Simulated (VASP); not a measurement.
# BP (P4_2/mbc) in VASP: relaxation of cell and atoms with PBE

Aim: the relaxation of cell and atoms of BP with PBE.

Program: VASP 6.6.1. These are calculated values, not measurements. Logs are shortened: lines on timing, memory, paths and dates and some standing lists are left out, and cuts for length are marked.

**1. The cell of the first run**

It takes space group P4_2/mbc (No. 135, tetragonal). The conventional cell has a = 7.640 Å, b = 7.640 Å, c = 3.823 Å, α = 90.00°, β = 90.00°, γ = 90.00°. Within 2.6 Å of B (site symmetry m) lie 4 P at 1.94 to 2.09 Å. Within 2.6 Å of P (site symmetry m) lie 4 B at 1.94 to 2.09 Å.

The cell was built from a structure type or drawn by symmetry, and may not be a known phase.

**2. Relaxation of cell and atoms, PBE**

Contents of INCAR:

```
SYSTEM = BP
PREC = Accurate
ENCUT = 600
EDIFF = 1E-6
ISMEAR = 0
SIGMA = 0.1
LREAL = Auto
LASPH = .True.
NELM = 100
ALGO = Fast
ISIF = 3
LWAVE = .False.
LCHARG = .False.
GGA = PE
IBRION = 2
NSW = 100
EDIFFG = -0.01
```

Contents of KPOINTS:

```
regular mesh
0
Gamma
  6 6 10
  0 0 0
```

Contents of POSCAR:

```
BP
1.0
    7.6398515382      0.0000000000      0.0000000000
    0.0000000000      7.6398515382      0.0000000000
    0.0000000000      0.0000000000      3.8234012450
B P
8 8
Direct
    0.6816811836      0.6367551008      0.0000000000
    0.8632448992      0.8183188164      0.5000000000
    0.3183188164      0.3632448992      0.0000000000
    0.1367551008      0.1816811836      0.5000000000
    0.6367551008      0.3183188164      0.5000000000
    0.8183188164      0.1367551008      0.0000000000
    0.3632448992      0.6816811836      0.5000000000
    0.1816811836      0.8632448992      0.0000000000
    0.1172211685      0.8017031952      0.5000000000
    0.3017031952      0.6172211685      0.0000000000
    0.8827788315      0.1982968048      0.5000000000
    0.6982968048      0.3827788315      0.0000000000
    0.1982968048      0.1172211685      0.0000000000
    0.3827788315      0.3017031952      0.5000000000
    0.8017031952      0.8827788315      0.0000000000
    0.6172211685      0.6982968048      0.5000000000
```

Potentials or basis: VASP PAW PBE potentials, release 64 (B, P).

On the command line:

```bash
> cat potpaw_PBE.64/B/POTCAR potpaw_PBE.64/P/POTCAR > POTCAR
> mpirun -np 1 vasp_std > vasp.out
```

OUTCAR:

```text
SYSTEM = BP
   PREC = Accurate
   ENCUT = 600
   EDIFF = 1E-6
   ISMEAR = 0
   LREAL = Auto
   LASPH = .True.
   NELM = 100
   ISIF = 3
   GGA = PE
   IBRION = 2
   NSW = 100
   EDIFFG = -0.01

 ion  position               nearest neighbor table
   1  0.682  0.637  0.000-  12 1.94  16 2.03  16 2.03  15 2.09
   2  0.863  0.818  0.500-   9 1.94  15 2.03  15 2.03  16 2.09
   3  0.318  0.363  0.000-  10 1.94  14 2.03  14 2.03  13 2.09
   4  0.137  0.182  0.500-  11 1.94  13 2.03  13 2.03  14 2.09
   5  0.637  0.318  0.500-  14 1.94  12 2.03  12 2.03  11 2.09
   6  0.818  0.137  0.000-  15 1.94  11 2.03  11 2.03  12 2.09
   7  0.363  0.682  0.500-  16 1.94  10 2.03  10 2.03   9 2.09
   8  0.182  0.863  0.000-  13 1.94   9 2.03   9 2.03  10 2.09
   9  0.117  0.802  0.500-   2 1.94   8 2.03   8 2.03   7 2.09  10 2.76  10 2.76
  10  0.302  0.617  0.000-   3 1.94   7 2.03   7 2.03   8 2.09   9 2.76   9 2.76
  11  0.883  0.198  0.500-   4 1.94   6 2.03   6 2.03   5 2.09  12 2.76  12 2.76
  12  0.698  0.383  0.000-   1 1.94   5 2.03   5 2.03   6 2.09  11 2.76  11 2.76
  13  0.198  0.117  0.000-   8 1.94   4 2.03   4 2.03   3 2.09  14 2.76  14 2.76
  14  0.383  0.302  0.500-   5 1.94   3 2.03   3 2.03   4 2.09  13 2.76  13 2.76
  15  0.802  0.883  0.000-   6 1.94   2 2.03   2 2.03   1 2.09  16 2.76  16 2.76
  16  0.617  0.698  0.500-   7 1.94   1 2.03   1 2.03   2 2.09  15 2.76  15 2.76

  LATTYP: Found a simple tetragonal cell.
 ALAT       =     7.6398515382
 C/A-ratio  =     0.5004549141

  Lattice vectors:

 A1 = (   7.6398515382,   0.0000000000,   0.0000000000)
 A2 = (   0.0000000000,   7.6398515382,   0.0000000000)
 A3 = (   0.0000000000,   0.0000000000,   3.8234012450)

Analysis of symmetry for initial positions (statically):
=====================================================================
 Subroutine PRICEL returns:
 Original cell was already a primitive cell.

 Routine SETGRP: Setting up the symmetry group for a
 simple tetragonal supercell.

 Subroutine GETGRP returns: Found 16 space group operations
 (whereof  4 operations were pure point group operations)
 out of a pool of 16 trial point group operations.

The static configuration has the point symmetry C_2h.
[... 211 lines left out ...]
     7.639851538  0.000000000  0.000000000     0.130892596  0.000000000  0.000000000
     0.000000000  7.639851538  0.000000000     0.000000000  0.130892596  0.000000000
     0.000000000  0.000000000  3.823401245     0.000000000  0.000000000  0.261547229

 POSITION                                       TOTAL-FORCE (eV/Angst)
 -----------------------------------------------------------------------------------
      5.20794      4.86471      0.00000        -0.002469      0.010038     -0.000000
      6.59506      6.25183      1.91170        -0.010038      0.002469     -0.000000
      2.43191      2.77514      0.00000         0.002469     -0.010038     -0.000000
      1.04479      1.38802      1.91170         0.010038     -0.002469     -0.000000
      4.86471      2.43191      1.91170         0.010038      0.002469     -0.000000
      6.25183      1.04479      0.00000         0.002469      0.010038     -0.000000
[... 8 lines left out ...]
      6.12489      6.74430      0.00000        -0.004746     -0.020544     -0.000000
      4.71548      5.33488      1.91170         0.020544      0.004746      0.000000
 -----------------------------------------------------------------------------------
    total drift:                                0.000000     -0.000000      0.000000

  FREE ENERGIE OF THE ION-ELECTRON SYSTEM (eV)
  ---------------------------------------------------
  free  energy   TOTEN  =       -85.2324254819 eV

  energy  without entropy=      -85.2158174315  energy(sigma->0) =      -85.22412146

--------------------------------------- Ionic step        2  -------------------------------------------

 number of electron      63.9999998 magnetization

 Free energy of the ion-electron system (eV)
  ---------------------------------------------------
  ext. energy  EPLUGINS =         0.00000000
  ---------------------------------------------------
  free energy    TOTEN  =       -85.23252420 eV

  energy without entropy =      -85.21599391  energy(sigma->0) =      -85.22425906

 E-fermi :   5.5403     XC(G=0):  -9.9373

 val. band max:        5.5282515586   @ k =   0.3333   0.1667   0.3000
 cond. band min:       5.5481113319   @ k =   0.5000   0.1667   0.5000
 fundamental gap:      0.0198597733
 Fermi energy:         5.5403284583

 k-point     1 :       0.0000    0.0000    0.0000
  band No.  band energies     occupation
      1      -9.7382      2.00000
      2      -8.4437      2.00000
      3      -8.4437      2.00000
      4      -7.6540      2.00000
      5      -7.2881      2.00000
      6      -5.4073      2.00000
[... 1045 lines left out ...]
     40       7.8792      0.00000
     41       9.1601      0.00000

 [... further k-points ...]

------------------------ aborting loop because EDIFF is reached ----------------------------------------

  FORCE on cell =-STRESS in cart. coord.  units (eV):
  Direction    XX          YY          ZZ          XY          YZ          ZX
  --------------------------------------------------------------------------------------
  -------------------------------------------------------------------------------------
  Total       -0.0453997     -0.0453997      0.0903322      0.0000000     -0.0000000      0.0000000
  in kB       -0.3259985     -0.3259985      0.6486421      0.0000000     -0.0000000      0.0000000
  external PRESSURE =      -0.0011183 kB  Pullay stress =       0.0000000 kB

 VOLUME and BASIS-vectors are now :
 -----------------------------------------------------------------------------
  energy-cutoff  :      600.00
  volume of cell :      223.12
      direct lattice vectors                 reciprocal lattice vectors
     7.639245200  0.000000000  0.000000000     0.130902985 -0.000000000  0.000000000
     0.000000000  7.639245200  0.000000000    -0.000000000  0.130902985 -0.000000000
    -0.000000000  0.000000000  3.823376260     0.000000000 -0.000000000  0.261548938

 POSITION                                       TOTAL-FORCE (eV/Angst)
 -----------------------------------------------------------------------------------
      5.20741      4.86481      3.82338         0.000269     -0.007585     -0.000000
      6.59406      6.25146      1.91169         0.007585     -0.000269     -0.000000
      2.43183      2.77443      3.82338        -0.000269      0.007585      0.000000
      1.04519      1.38779      1.91169        -0.007585      0.000269      0.000000
      4.86481      2.43183      1.91169        -0.007585     -0.000269     -0.000000
      6.25146      1.04519      3.82338        -0.000269     -0.007585     -0.000000
[... 8 lines left out ...]
      6.12418      6.74277      3.82338        -0.000450      0.000013      0.000000
      4.71609      5.33469      1.91169        -0.000013      0.000450      0.000000
 -----------------------------------------------------------------------------------
    total drift:                                0.000000     -0.000000     -0.000000

  FREE ENERGIE OF THE ION-ELECTRON SYSTEM (eV)
  ---------------------------------------------------
  free  energy   TOTEN  =       -85.2325242036 eV

  energy  without entropy=      -85.2159939081  energy(sigma->0) =      -85.22425906

 reached required accuracy - stopping structural energy minimisation
```

OSZICAR:

```text
N       E                     dE             d eps       ncg     rms          rms(c)
DAV:   1     0.257123472022E+03    0.25712E+03   -0.30126E+04  4920   0.153E+03
DAV:   2    -0.644871915856E+02   -0.32161E+03   -0.30666E+03  6021   0.241E+02
DAV:   3    -0.881191579736E+02   -0.23632E+02   -0.22424E+02  6400   0.595E+01
[... 15 lines left out ...]
DAV:   1    -0.852324977729E+02   -0.72616E-04   -0.79732E-03  5816   0.370E-01    0.614E-02
RMM:   2    -0.852325218213E+02   -0.24048E-04   -0.38947E-04  4922   0.940E-02    0.196E-02
RMM:   3    -0.852325228195E+02   -0.99823E-06   -0.69315E-05  5074   0.405E-02    0.772E-03
RMM:   4    -0.852325237941E+02   -0.97459E-06   -0.16686E-05  5346   0.181E-02    0.543E-03
RMM:   5    -0.852325242036E+02   -0.40955E-06   -0.23373E-06  3236   0.716E-03
   2 F= -.85232524E+02 E0= -.85224259E+02  d E =-.987218E-04
```

CONTCAR:

```text
BP
   1.00000000000000
     7.6392452002749671    0.0000000000000000    0.0000000000000000
     0.0000000000000000    7.6392452002749671    0.0000000000000000
    -0.0000000000000000    0.0000000000000000    3.8233762602276564
  B               P
     8     8
Direct
     0.6816655914146498    0.6368184858558776    1.0000000000000000
     0.8631815141441224    0.8183344085853502    0.5000000000000000
     0.3183344085853502    0.3631815141441224    1.0000000000000000
     0.1368184858558776    0.1816655914146498    0.5000000000000000
     0.6368184858558776    0.3183344085853502    0.5000000000000000
     0.8183344085853502    0.1368184858558776    1.0000000000000000
[... 8 lines left out ...]
     0.8016732278105758    0.8826491057085725    1.0000000000000000
     0.6173508942914275    0.6983267721894242    0.5000000000000000

  0.00000000E+00  0.00000000E+00  0.00000000E+00
  0.00000000E+00  0.00000000E+00  0.00000000E+00
  0.00000000E+00  0.00000000E+00  0.00000000E+00
  0.00000000E+00  0.00000000E+00  0.00000000E+00
  0.00000000E+00  0.00000000E+00  0.00000000E+00
  0.00000000E+00  0.00000000E+00  0.00000000E+00
[... 8 lines left out ...]
  0.00000000E+00  0.00000000E+00  0.00000000E+00
  0.00000000E+00  0.00000000E+00  0.00000000E+00
```

Wall time 25 min (1 thread of Oxide Virtual Turin-like, shared host); peak memory 0.57 GiB.

What came out:

- Free energy: -85.2325 eV
- Relaxed volume: 13.95 Å³/atom
- Relaxed cell: a = 7.639 Å, b = 7.639 Å, c = 3.823 Å, α = 90.00°, β = 90.00°, γ = 90.00°
- Space group after relaxing (to 0.1 Å): P4_2/mbc (No. 135)
- Energy gained by relaxing: 0.0 meV/atom
- Ionic steps: 2
- Pressure after relaxing: 0.0 GPa
- Largest force after relaxing: 0.008 eV/Å
- Band gap on the k mesh: zero (bands 32 and 33 overlap by 2.04 eV)

Forces on the atoms (eV/Å):
```
B    0.000 -0.008  0.000
B    0.008  0.000  0.000
B    0.000  0.008  0.000
B   -0.008  0.000  0.000
B   -0.008  0.000  0.000
B    0.000 -0.008  0.000
B    0.008  0.000  0.000
B    0.000  0.008  0.000
P    0.000  0.000  0.000
P    0.000  0.000  0.000
P    0.000  0.000  0.000
P    0.000  0.000  0.000
P    0.000  0.000  0.000
P    0.000  0.000  0.000
P    0.000  0.000  0.000
P    0.000  0.000  0.000
```

Final structure:
```
CELL_PARAMETERS angstrom
7.63925 0.00000 0.00000
0.00000 7.63925 0.00000
0.00000 0.00000 3.82338
ATOMIC_POSITIONS crystal
B 0.68167 0.63682 0.00000
B 0.86318 0.81833 0.50000
B 0.31833 0.36318 0.00000
B 0.13682 0.18167 0.50000
B 0.63682 0.31833 0.50000
B 0.81833 0.13682 0.00000
B 0.36318 0.68167 0.50000
B 0.18167 0.86318 0.00000
P 0.11735 0.80167 0.50000
P 0.30167 0.61735 0.00000
P 0.88265 0.19833 0.50000
P 0.69833 0.38265 0.00000
P 0.19833 0.11735 0.00000
P 0.38265 0.30167 0.50000
P 0.80167 0.88265 0.00000
P 0.61735 0.69833 0.50000
```
